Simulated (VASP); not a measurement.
Input of a VASP 6.6.1 run:

File INCAR:

```
SYSTEM = Si3O2
ALGO = Normal ; EDIFF = 1E-7
EDIFFG = -0.04 ; ENCUT = 600
GGA = PE ; IBRION = 2
ISIF = 3 ; ISMEAR = 0
LASPH = .True. ; LCHARG = .False.
LREAL = .False. ; LWAVE = .False.
NELM = 100 ; NSW = 90
PREC = Accurate ; SIGMA = 0.1
```

Contents of KPOINTS:

```
k-points
0
Gamma
  6 6 4
  0 0 0
```

File POSCAR:

```
Si3O2
1.0
    3.4779461800      0.0000000000      0.0000000000
   -1.7389730900      3.0119897400      0.0000000000
    0.0000000000      0.0000000000      5.4320498600
Si O
3 2
Direct
    0.2499999900      0.2499999900      0.0000000000
    0.7500000100      0.0000000000      0.0000000000
    0.0000000000      0.7500000100      0.0000000000
    0.3333333300      0.6666666700      0.2500000000
    0.6666666700      0.3333333300      0.7500000000
```

Potentials or basis: VASP PAW PBE potentials, release 64 (Si, O).

Launch:

```console
$ cat potpaw_PBE.64/Si/POTCAR potpaw_PBE.64/O/POTCAR > POTCAR
$ mpirun -np 1 vasp_std > vasp.out
```

(1) What does it give for the relaxed volume?

(2) Estimate the band gap on the k mesh.

(3) What does it give for the relaxed cell?

(4) Predict the space group after relaxing (to 0.05 Å).

## Answers

(1) 15.84 Å³/atom.

(2) zero (band 12 reaches 4.88 eV, above the bottom of band 13 at 4.52 eV).

(3) a = 4.308 Å, b = 4.308 Å, c = 4.929 Å, α = 90.00°, β = 90.00°, γ = 120.00°.

(4) P321 (No. 150).

Caveat: the volume moved by over 15 % at a fixed basis, so the end points are rough.
